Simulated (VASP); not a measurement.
Input of a VASP 6.6.1 run:

Contents of INCAR:

```
  PREC = Accurate
  ENCUT = 520
  EDIFF = 1E-6
  ISMEAR = 0
  SIGMA = 0.01
  LREAL = F
  LASPH = T
  NELM = 80
  ALGO = Normal
  ISIF = 2
  LWAVE = F
  LCHARG = T
  GGA = PE
  LELF = T
  LVHAR = T
  NBANDS = 30
```

The input KPOINTS:

```
regular mesh
0
Gamma
  4 4 4
```

File POSCAR:

```
BaTlBr3
1.0
    6.2753295533      0.0000000000      0.0000000000
    0.0000000000      6.2753295533      0.0000000000
    0.0000000000      0.0000000000      6.2753295533
Tl Ba Br
1 1 3
Direct
    0.0000000000      0.0000000000      0.0000000000
    0.5000000000      0.5000000000      0.5000000000
    0.5000000000      0.5000000000      0.0000000000
    0.5000000000      0.0000000000      0.5000000000
    0.0000000000      0.5000000000      0.5000000000
```

Potentials or basis: VASP PAW PBE potentials, release 64 (Tl_d, Ba_sv, Br).

Command:

```console
$ cat potpaw_PBE.64/Tl_d/POTCAR potpaw_PBE.64/Ba_sv/POTCAR potpaw_PBE.64/Br/POTCAR > POTCAR
$ mpirun -np 1 vasp_std > vasp.out
```

(1) Predict the pressure.

(2) Estimate the band gap on the k mesh.

Answers

(1) 0.2 GPa.

(2) 2.96 eV (least direct gap 3.14 eV).

Caveat: spin-orbit coupling is left out, which moves the levels of the heavy elements.
